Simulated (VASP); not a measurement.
# Sb (P6/mmm) in VASP: notebook, part 2 of 2

VASP 6.6.1. The steps go on from the part before.

### Step 3. Single point, PBE

INCAR

```
ALGO = Normal
EDIFF = 1E-6
ENCUT = 520
GGA = PE
ISIF = 2
ISMEAR = -1
LASPH = T
LCHARG = F
LREAL = F
LWAVE = F
NBANDS = 8
NELM = 80
PREC = Accurate
SIGMA = 0.1
```

KPOINTS

```
k-points
0
Gamma
  18 18 16
```

POSCAR

```
Sb
1.0
    2.4549711481      0.0000000000      0.0000000000
   -1.2274855740      2.1260673798      0.0000000000
    0.0000000000      0.0000000000      2.3015913286
Sb
1
Direct
    0.0000000000      0.0000000000      0.0000000000
```

Potentials or basis: VASP PAW PBE potentials, release 64 (Sb).

The run is started by

```sh
$ cat potpaw_PBE.64/Sb/POTCAR > POTCAR
$ mpirun -np 1 vasp_std > vasp.out
```

OUTCAR:

```text
EDIFF = 1E-6
   ENCUT = 520
   GGA = PE
   ISIF = 2
   ISMEAR = -1
   LASPH = T
   LREAL = F
   NELM = 80
   PREC = Accurate

 ion  position               nearest neighbor table
   1  0.000  0.000  0.000-

  LATTYP: Found a hexagonal cell.
 ALAT       =     2.4549711481
 C/A-ratio  =     0.9375227609

  Lattice vectors:

 A1 = (   2.4549711481,   0.0000000000,   0.0000000000)
 A2 = (  -1.2274855740,   2.1260673798,   0.0000000000)
 A3 = (   0.0000000000,   0.0000000000,   2.3015913286)

Analysis of symmetry for initial positions (statically):
=====================================================================
 Subroutine PRICEL returns:
 Original cell was already a primitive cell.

 Routine SETGRP: Setting up the symmetry group for a
 hexagonal supercell.

 Subroutine GETGRP returns: Found 24 space group operations
 (whereof 24 operations were pure point group operations)
 out of a pool of 24 trial point group operations.

The static configuration has the point symmetry D_6h.

Analysis of symmetry for dynamics (positions and initial velocities):
=====================================================================
 Subroutine PRICEL returns:
 Original cell was already a primitive cell.

 Routine SETGRP: Setting up the symmetry group for a
 hexagonal supercell.

 Subroutine GETGRP returns: Found 24 space group operations
 (whereof 24 operations were pure point group operations)
 out of a pool of 24 trial point group operations.

The dynamic configuration has the point symmetry D_6h.

 Subroutine INISYM returns: Found 24 space group operations
 (whereof 24 operations are pure point group operations),
 and found     1 'primitive' translations

----------------------------------------------------------------------------------------

                                     Primitive cell

  volume of cell :      12.0130

  direct lattice vectors                    reciprocal lattice vectors
     2.454971148  0.000000000  0.000000000     0.407336763  0.235175990  0.000000000
    -1.227485574  2.126067380  0.000000000     0.000000000  0.470351979  0.000000000
     0.000000000  0.000000000  2.301591329     0.000000000  0.000000000  0.434481998

  length of vectors
     2.454971148  2.454971148  2.301591329     0.470351979  0.470351979  0.434481998

  position of ions in fractional coordinates (direct lattice)
     0.000000000  0.000000000  0.000000000

  ion indices of the primitive-cell ions
   primitive index   ion index
                 1           1

----------------------------------------------------------------------------------------

 KPOINTS: k-points

Automatic generation of k-mesh.
 Grid dimensions read from file:
 generate k-points for:   18   18   16

 Generating k-lattice:

  Cartesian coordinates                     Fractional coordinates (reciprocal lattice)
     0.022629820  0.013065333  0.000000000     0.055555556 -0.000000000  0.000000000
     0.000000000  0.026130666  0.000000000     0.000000000  0.055555556  0.000000000
     0.000000000  0.000000000  0.027155125     0.000000000  0.000000000  0.062500000

  Length of vectors
     0.026130666  0.026130666  0.027155125

  Shift w.r.t. Gamma in fractional coordinates (k-lattice)
     0.000000000  0.000000000  0.000000000

 Subroutine IBZKPT returns following result:
 ===========================================

 Found    333 irreducible k-points:

 Following reciprocal coordinates:
            Coordinates               Weight
  0.000000  0.000000  0.000000      1.000000
  0.055556  0.000000  0.000000      6.000000
  0.111111  0.000000  0.000000      6.000000
  0.166667  0.000000  0.000000      6.000000
  0.222222  0.000000  0.000000      6.000000
  0.277778  0.000000  0.000000      6.000000
[... 16 lines left out ...]
  0.333333  0.111111  0.000000     12.000000
  0.388889  0.111111  0.000000     12.000000
 [... further k-points ...]
   k-points           NKPTS =    333   k-points in BZ     NKDIM =    333   number of bands    NBANDS=      8
   number of dos      NEDOS =    301   number of ions     NIONS =      1
   total plane-waves  NPLWV =   5832
   dimension x,y,z NGX =    18 NGY =   18 NGZ =   18
   dimension x,y,z NGXF=    36 NGYF=   36 NGZF=   36
   ions per type =               1
   NGX,Y,Z   is equivalent  to a cutoff of  12.19, 12.19, 13.00 a.u.
   NGXF,Y,Z  is equivalent  to a cutoff of  24.38, 24.38, 26.00 a.u.
 SYSTEM =  unknown system
   PREC   = accura    normal or accurate (medium, high low for compatibility)
   ISTART =      0    job   : 0-new  1-cont  2-samecut
   ICHARG =      2    charge: 1-file 2-atom 10-const
   ISPIN  =      1    spin polarized calculation?
   LNONCOLLINEAR =      F non collinear calculations
   LSORBIT =      F    spin-orbit coupling
   LASPH  =      T    aspherical Exc in radial PAW
   ENCUT  =  520.0 eV  38.22 Ry    6.18 a.u.   4.56  4.56  4.28*2*pi/ulx,y,z
   NELM   =     80;   NELMIN=  2; NELMDL= -5     # of ELM steps
   EDIFF  = 0.1E-05   stopping-criterion for ELM
   LREAL  =      F    real-space projection
   EDIFFG = 0.1E-04   stopping-criterion for IOM
   NSW    =      0    number of steps for IOM
   IBRION =     -1    ionic relax: 0-MD 1-quasi-New 2-CG
   NFREE  =      0    steps in history (QN), initial steepest desc. (CG)
   ISIF   =      2    stress and relaxation
   ISYM   =      2    0-nonsym 1-usesym 2-fastsym
   POTIM  = 0.5000    time-step for ionic-motion
   TEBEG  =    0.0;   TEEND  =   0.0 temperature during run
   PSTRESS=    0.0 pullay stress
   NELECT =       5.0000    total number of electrons
   NUPDOWN=      -1.0000    fix difference up-down
   EMIN   =  10.00;   EMAX   =-10.00  energy-range for DOS
   EFERMI =   0.00;   METHOD = LEGACY
   ISMEAR =    -1;   SIGMA  =   0.10  broadening in eV -4-tet -1-fermi 0-gaus
   EFERMI_NEDOS =   21; number of points for ismear=-14 and -15
   IALGO  =     38    algorithm
   IMIX   =      4    mixing-type and parameters
     AMIX     =   0.40;   BMIX     =  1.00
     AMIX_MAG =   1.60;   BMIX_MAG =  1.00
  volume/ion in A,a.u.               =      12.01        81.07
  Fermi-wavevector in a.u.,A,eV,Ry     =   1.222309  2.309829 20.327634  1.494039
  Thomas-Fermi vector in A             =   2.357460
   LORBIT       =      0    0 simple, 1 ext, 2 COOP (PROOUT), +10 PAW based schemes
   GGA     = PE    functional components
   LHFCALC =     F    Hartree Fock is set to
   AEXX    =    0.0000 exact exchange contribution
   IVDW    =     0    specifies the selected vdW correction
   LEPSILON=     F    determine dielectric tensor
   LRPA    =     F    only Hartree local field effects (RPA)
 non-spin polarized calculation
  energy-cutoff  :      520.00
  volume of cell :       12.01
 maximum number of plane-waves:       336
   NGX =  9   NGY =  9   NGZ =  9

 number of electron       5.0000000 magnetization

 Free energy of the ion-electron system (eV)
  ---------------------------------------------------
  ext. energy  EPLUGINS =         0.00000000
  ---------------------------------------------------
  free energy    TOTEN  =         4.99888970 eV

  energy without entropy =        5.01120050  energy(sigma->0) =        5.00504510

 E-fermi :  24.9330     XC(G=0): -14.0934

 val. band max:       24.9190076596   @ k =   0.3333   0.0556   0.5000
 cond. band min:      24.9450597388   @ k =   0.2778   0.1111   0.1250
 fundamental gap:      0.0260520792
 Fermi energy:        24.9330274553

 k-point     1 :       0.0000    0.0000    0.0000
  band No.  band energies     occupation
      1       1.2598      2.00000
      2      29.7306      0.00000
      3      32.4099      0.00000
      4      33.9673      0.00000
      5      34.6485      0.00000
      6      34.6485      0.00000
      7      37.0506      0.00000
      8      37.0506      0.00000

 k-point     2 :       0.0556    0.0000    0.0000
  band No.  band energies     occupation
      1       1.3764      2.00000
      2      29.8828      0.00000
      3      31.8931      0.00000
      4      33.3796      0.00000
      5      33.9115      0.00000
      6      34.3448      0.00000
      7      37.7485      0.00000
      8      38.0349      0.00000
[... 221 lines left out ...]
 k-point    23 :       0.3333    0.1111    0.0000
  band No.  band energies     occupation
      1       7.4962      2.00000
      2      16.2131      2.00000
      3      23.8150      1.99997
      4      34.5387      0.00000
      5      35.6463      0.00000
      6      36.2150      0.00000
      7      41.5148      0.00000
      8      42.5975      0.00000

 k-point    24 :       0.3889    0.1111    0.0000
  band No.  band energies     occupation
      1       9.3169      2.00000
      2      13.7297      2.00000
      3      23.4149      2.00000
      4      34.5028      0.00000
      5      35.7264      0.00000
      6      37.5684      0.00000
      7      40.2932      0.00000
      8      42.6714      0.00000

 [... further k-points ...]
[... 5 lines left out ...]
  --------------------------------------------------------------------------------------
  -------------------------------------------------------------------------------------
  Total       28.6882855     28.6882855     28.1895350      0.0000000      0.0000000     -0.0000000
  in kB     3826.1637026   3826.1637026   3759.6452288      0.0000001      0.0000000     -0.0000000
  external PRESSURE =    3803.9908780 kB  Pullay stress =       0.0000000 kB

 VOLUME and BASIS-vectors are now :
 -----------------------------------------------------------------------------
  energy-cutoff  :      520.00
  volume of cell :       12.01
      direct lattice vectors                 reciprocal lattice vectors
     2.454971148  0.000000000  0.000000000     0.407336763  0.235175990  0.000000000
    -1.227485574  2.126067380  0.000000000     0.000000000  0.470351979  0.000000000
     0.000000000  0.000000000  2.301591329     0.000000000  0.000000000  0.434481998

 POSITION                                       TOTAL-FORCE (eV/Angst)
 -----------------------------------------------------------------------------------
      0.00000      0.00000      0.00000        -0.000000      0.000000      0.000000
 -----------------------------------------------------------------------------------
    total drift:                               -0.000000      0.000000      0.000000

  FREE ENERGIE OF THE ION-ELECTRON SYSTEM (eV)
  ---------------------------------------------------
  free  energy   TOTEN  =         4.9988897001 eV

  energy  without entropy=        5.0112005049  energy(sigma->0) =        5.00504510
```

stdout:

```text
POSCAR found type information on POSCAR Sb
 POSCAR found :  1 types and       1 ions
 scaLAPACK will be used
 LDA part: xc-table for (Slater+PW92), standard interpolation
 POSCAR, INCAR and KPOINTS ok, starting setup
 FFT: planning ... GRIDC
 FFT: planning ... GRID_SOFT
 FFT: planning ... GRID
 WAVECAR not read
 entering main loop
```

Run time: 16 s. Hardware: 1 thread of Intel Xeon 6975P-C, shared host; peak memory 0.14 GiB.

Results:

```yaml
Free_energy: 4.9989 eV
Pressure: 380.4 GPa
```

Stress tensor (GPa, compression positive):
```
382.62   0.00   0.00
  0.00 382.62   0.00
  0.00   0.00 375.96
```

Caveat: spin-orbit coupling is left out, which moves the levels of the heavy elements.
